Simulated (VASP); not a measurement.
# C (R-3m) in VASP: single point with LDA

Aim: the single point of C with LDA.

Program: VASP 6.6.1. These are calculated values, not measurements. Logs are shortened: lines on timing, memory, paths and dates and some standing lists are left out, and cuts for length are marked.

### Step 1. The cell of the first run

It takes space group R-3m (No. 166, trigonal). Conventional cell: a = 6.588 Å, b = 6.588 Å, c = 6.071 Å, α = 90.00°, β = 90.00°, γ = 120.00°. C (site symmetry -3m) has 12 C at 4.31 to 5.55 Å within 5.7 Å.

### Step 2. Single point, LDA

The input, INCAR:

```
  PREC = Accurate
  ENCUT = 600
  EDIFF = 1E-6
  ISMEAR = 1
  SIGMA = 0.05
  LREAL = F
  LASPH = T
  NELM = 120
  ALGO = Normal
  ISIF = 2
  LWAVE = F
  LCHARG = F
  NBANDS = 8
  GGA_COMPAT = F
```

The input, KPOINTS:

```
Automatic mesh
0
Gamma
  5 5 5
```

The input, POSCAR:

```
C
1.0
    3.2939900000      1.9017900000      2.0235200000
   -3.2939900000      1.9017900000      2.0235200000
    0.0000000000     -3.8035700000      2.0235200000
C
1
Direct
    0.7977000000      0.7977000000      0.7977000000
```

Potentials or basis: VASP PAW LDA potentials, release 64 (C).

Launch:

```bash
$ cat potpaw_LDA.64/C/POTCAR > POTCAR
$ mpirun -np 1 vasp_std > vasp.out
```

OUTCAR:

```text
PREC = Accurate
   ENCUT = 600
   EDIFF = 1E-6
   ISMEAR = 1
   LREAL = F
   LASPH = T
   NELM = 120
   ISIF = 2

 ion  position               nearest neighbor table
   1  0.798  0.798  0.798-

  LATTYP: Found a trigonal (rhomboedric) cell.
 ALAT       =     4.3083417361
 COS(alpha) =    -0.1691069986

  Lattice vectors:

 A1 = (   3.2939900000,   1.9017900000,   2.0235200000)
 A2 = (  -3.2939900000,   1.9017900000,   2.0235200000)
 A3 = (   0.0000000000,  -3.8035700000,   2.0235200000)

Analysis of symmetry for initial positions (statically):
=====================================================================
 Subroutine PRICEL returns:
 Original cell was already a primitive cell.

 Routine SETGRP: Setting up the symmetry group for a
 trigonal (rhombohedral) supercell.

 Subroutine GETGRP returns: Found 12 space group operations
 (whereof  6 operations were pure point group operations)
 out of a pool of 12 trial point group operations.

The static configuration has the point symmetry C_3v.
 The point group associated with its full space group is D_3d.

Analysis of symmetry for dynamics (positions and initial velocities):
=====================================================================
 Subroutine PRICEL returns:
 Original cell was already a primitive cell.

 Routine SETGRP: Setting up the symmetry group for a
 trigonal (rhombohedral) supercell.

 Subroutine GETGRP returns: Found 12 space group operations
 (whereof  6 operations were pure point group operations)
 out of a pool of 12 trial point group operations.

The dynamic configuration has the point symmetry C_3v.
 The point group associated with its full space group is D_3d.

 Subroutine INISYM returns: Found 12 space group operations
 (whereof  6 operations are pure point group operations),
 and found     1 'primitive' translations

----------------------------------------------------------------------------------------

                                     Primitive cell

  volume of cell :      76.0576

  direct lattice vectors                    reciprocal lattice vectors
     3.293990000  1.901790000  2.023520000     0.151791596  0.087636889  0.164729304
    -3.293990000  1.901790000  2.023520000    -0.151791596  0.087636889  0.164729304
     0.000000000 -3.803570000  2.023520000     0.000000000 -0.175273778  0.164729737

  length of vectors
     4.308341736  4.308341736  4.308338187     0.240534107  0.240534107  0.240534371

  position of ions in fractional coordinates (direct lattice)
     0.797700000  0.797700000  0.797700000

  ion indices of the primitive-cell ions
   primitive index   ion index
                 1           1

----------------------------------------------------------------------------------------

 KPOINTS: Automatic mesh

Automatic generation of k-mesh.
 Grid dimensions read from file:
 generate k-points for:    5    5    5

 Generating k-lattice:

  Cartesian coordinates                     Fractional coordinates (reciprocal lattice)
     0.030358319  0.017527378  0.032945861     0.200000000 -0.000000000  0.000000000
    -0.030358319  0.017527378  0.032945861    -0.000000000  0.200000000  0.000000000
     0.000000000 -0.035054756  0.032945947     0.000000000  0.000000000  0.200000000

  Length of vectors
     0.048106821  0.048106821  0.048106874

  Shift w.r.t. Gamma in fractional coordinates (k-lattice)
     0.000000000  0.000000000  0.000000000

 Subroutine IBZKPT returns following result:
 ===========================================

 Found     19 irreducible k-points:

 Following reciprocal coordinates:
            Coordinates               Weight
  0.000000  0.000000  0.000000      1.000000
  0.200000  0.000000  0.000000      6.000000
  0.400000  0.000000  0.000000      6.000000
  0.200000  0.200000  0.000000      6.000000
  0.400000  0.200000  0.000000     12.000000
 -0.400000  0.200000 -0.000000     12.000000
[... 11 lines left out ...]
  0.400000  0.400000  0.400000      2.000000
 -0.400000  0.400000  0.400000      6.000000
   k-points           NKPTS =     19   k-points in BZ     NKDIM =     19   number of bands    NBANDS=      8
   number of dos      NEDOS =    301   number of ions     NIONS =      1
   total plane-waves  NPLWV =  46656
   dimension x,y,z NGX =    36 NGY =   36 NGZ =   36
   dimension x,y,z NGXF=    72 NGYF=   72 NGZF=   72
   ions per type =               1
   NGX,Y,Z   is equivalent  to a cutoff of  13.89, 13.89, 13.89 a.u.
   NGXF,Y,Z  is equivalent  to a cutoff of  27.78, 27.78, 27.78 a.u.
 SYSTEM =  unknown system
   PREC   = accura    normal or accurate (medium, high low for compatibility)
   ISTART =      0    job   : 0-new  1-cont  2-samecut
   ICHARG =      2    charge: 1-file 2-atom 10-const
   ISPIN  =      1    spin polarized calculation?
   LNONCOLLINEAR =      F non collinear calculations
   LSORBIT =      F    spin-orbit coupling
   LASPH  =      T    aspherical Exc in radial PAW
   ENCUT  =  600.0 eV  44.10 Ry    6.64 a.u.   8.60  8.60  8.60*2*pi/ulx,y,z
   NELM   =    120;   NELMIN=  2; NELMDL= -5     # of ELM steps
   EDIFF  = 0.1E-05   stopping-criterion for ELM
   LREAL  =      F    real-space projection
   EDIFFG = 0.1E-04   stopping-criterion for IOM
   NSW    =      0    number of steps for IOM
   IBRION =     -1    ionic relax: 0-MD 1-quasi-New 2-CG
   NFREE  =      0    steps in history (QN), initial steepest desc. (CG)
   ISIF   =      2    stress and relaxation
   ISYM   =      2    0-nonsym 1-usesym 2-fastsym
   POTIM  = 0.5000    time-step for ionic-motion
   TEBEG  =    0.0;   TEEND  =   0.0 temperature during run
   PSTRESS=    0.0 pullay stress
   NELECT =       4.0000    total number of electrons
   NUPDOWN=      -1.0000    fix difference up-down
   EMIN   =  10.00;   EMAX   =-10.00  energy-range for DOS
   EFERMI =   0.00;   METHOD = LEGACY
   ISMEAR =     1;   SIGMA  =   0.05  broadening in eV -4-tet -1-fermi 0-gaus
   EFERMI_NEDOS =   21; number of points for ismear=-14 and -15
   IALGO  =     38    algorithm
   IMIX   =      4    mixing-type and parameters
     AMIX     =   0.40;   BMIX     =  1.00
     AMIX_MAG =   1.60;   BMIX_MAG =  1.00
  volume/ion in A,a.u.               =      76.06       513.26
  Fermi-wavevector in a.u.,A,eV,Ry     =   0.613358  1.159078  5.118618  0.376208
  Thomas-Fermi vector in A             =   1.669978
   LORBIT       =      0    0 simple, 1 ext, 2 COOP (PROOUT), +10 PAW based schemes
   GGA     = CA    functional components
   LHFCALC =     F    Hartree Fock is set to
   AEXX    =    0.0000 exact exchange contribution
   IVDW    =     0    specifies the selected vdW correction
   LEPSILON=     F    determine dielectric tensor
   LRPA    =     F    only Hartree local field effects (RPA)
 non-spin polarized calculation
 Methfessel and Paxton  Order N= 1 SIGMA  =   0.05
  energy-cutoff  :      600.00
  volume of cell :       76.06
 maximum number of plane-waves:      2555
   NGX = 17   NGY = 17   NGZ = 17

 number of electron       4.0000000 magnetization

 Free energy of the ion-electron system (eV)
  ---------------------------------------------------
  ext. energy  EPLUGINS =         0.00000000
  ---------------------------------------------------
  free energy    TOTEN  =        -0.54313959 eV

  energy without entropy =       -0.54145016  energy(sigma->0) =       -0.54257645

 E-fermi :  -4.6271     XC(G=0):  -4.3853

 val. band max:       -4.6331329313   @ k =  -0.4000   0.4000   0.4000
 cond. band min:      -4.6079628334   @ k =  -0.4000   0.4000   0.2000
 fundamental gap:      0.0251700979
 Fermi energy:        -4.6271470472

 k-point     1 :       0.0000    0.0000    0.0000
  band No.  band energies     occupation
      1     -12.8579      2.00000
      2      -4.3522     -0.00000
      3      -4.1915     -0.00000
      4      -4.1915     -0.00000
      5       0.0004      0.00000
      6       5.7264      0.00000
      7       5.7264      0.00000
      8       7.9718      0.00000

 k-point     2 :       0.2000    0.0000    0.0000
  band No.  band energies     occupation
      1     -12.8260      2.00000
      2      -4.5215     -0.01092
      3      -4.2659     -0.00000
      4      -4.1800     -0.00000
      5       0.4657      0.00000
      6       4.7053      0.00000
      7       5.8433      0.00000
      8       8.1898      0.00000

 k-point     3 :       0.4000    0.0000    0.0000
  band No.  band energies     occupation
      1     -12.7729      2.00000
      2      -4.8679      2.00000
      3      -4.2629     -0.00000
      4      -4.1612     -0.00000
      5       1.5825      0.00000
      6       3.0533      0.00000
      7       6.0152      0.00000
      8       8.1339      0.00000

 k-point     4 :       0.2000    0.2000    0.0000
  band No.  band energies     occupation
      1     -12.7923      2.00000
      2      -4.5818     -0.02508
      3      -4.4161     -0.00000
      4      -4.2089     -0.00000
      5       1.0316      0.00000
      6       4.3862      0.00000
      7       4.9090      0.00000
      8       7.6785      0.00000

 k-point     5 :       0.4000    0.2000    0.0000
  band No.  band energies     occupation
      1     -12.7441      2.00000
      2      -4.8258      2.00000
      3      -4.4394     -0.00000
      4      -4.1913     -0.00000
      5       2.0899      0.00000
      6       3.0735      0.00000
      7       5.0339      0.00000
      8       7.3641      0.00000
[... 122 lines left out ...]
 k-point    17 :      -0.4000   -0.4000    0.2000
  band No.  band energies     occupation
      1     -12.6805      2.00000
      2      -4.7086      2.04339
      3      -4.6616      1.91230
      4      -4.3368     -0.00000
      5       2.6481      0.00000
      6       3.6825      0.00000
      7       4.4506      0.00000
      8       6.8641      0.00000

 k-point    18 :       0.4000    0.4000    0.4000
  band No.  band energies     occupation
      1     -12.6382      2.00000
      2      -4.6532      1.76393
      3      -4.6532      1.76390
      4      -4.5565     -0.06261
      5       3.7101      0.00000
      6       3.7101      0.00000
      7       3.8732      0.00000
      8       6.2943      0.00000

 k-point    19 :      -0.4000    0.4000    0.4000
  band No.  band energies     occupation
      1     -12.6413      2.00000
      2      -4.6596      1.88143
      3      -4.6331      1.20103
      4      -4.5477     -0.04717
      5       3.0060      0.00000
      6       3.7323      0.00000
      7       5.4580      0.00000
      8       5.5956      0.00000

------------------------ aborting loop because EDIFF is reached ----------------------------------------

  FORCE on cell =-STRESS in cart. coord.  units (eV):
  Direction    XX          YY          ZZ          XY          YZ          ZX
  --------------------------------------------------------------------------------------
  -------------------------------------------------------------------------------------
  Total       -1.1174545     -1.1174553     -0.7400323     -0.0000000     -0.0000012      0.0000000
  in kB      -23.5395206    -23.5395368    -15.5890067     -0.0000000     -0.0000257      0.0000000
  external PRESSURE =     -20.8893547 kB  Pullay stress =       0.0000000 kB

 VOLUME and BASIS-vectors are now :
 -----------------------------------------------------------------------------
  energy-cutoff  :      600.00
  volume of cell :       76.06
      direct lattice vectors                 reciprocal lattice vectors
     3.293990000  1.901790000  2.023520000     0.151791596  0.087636889  0.164729304
    -3.293990000  1.901790000  2.023520000    -0.151791596  0.087636889  0.164729304
     0.000000000 -3.803570000  2.023520000     0.000000000 -0.175273778  0.164729737

 POSITION                                       TOTAL-FORCE (eV/Angst)
 -----------------------------------------------------------------------------------
      0.00000      0.00001      4.84249         0.000000      0.000000     -0.000000
 -----------------------------------------------------------------------------------
    total drift:                               -0.000000     -0.000000     -0.000001

  FREE ENERGIE OF THE ION-ELECTRON SYSTEM (eV)
  ---------------------------------------------------
  free  energy   TOTEN  =        -0.5431395902 eV

  energy  without entropy=       -0.5414501626  energy(sigma->0) =       -0.54257645
```

Wall time 15 s (1 thread of Intel Xeon 8259CL, shared host); peak memory 0.16 GiB.

What came out:

| Property | Result |
| --- | --- |
| Free energy | -0.5431 eV |
| Pressure | -2.1 GPa |
| Band gap on the k mesh | zero (bands 2 and 3 overlap by 0.33 eV) |
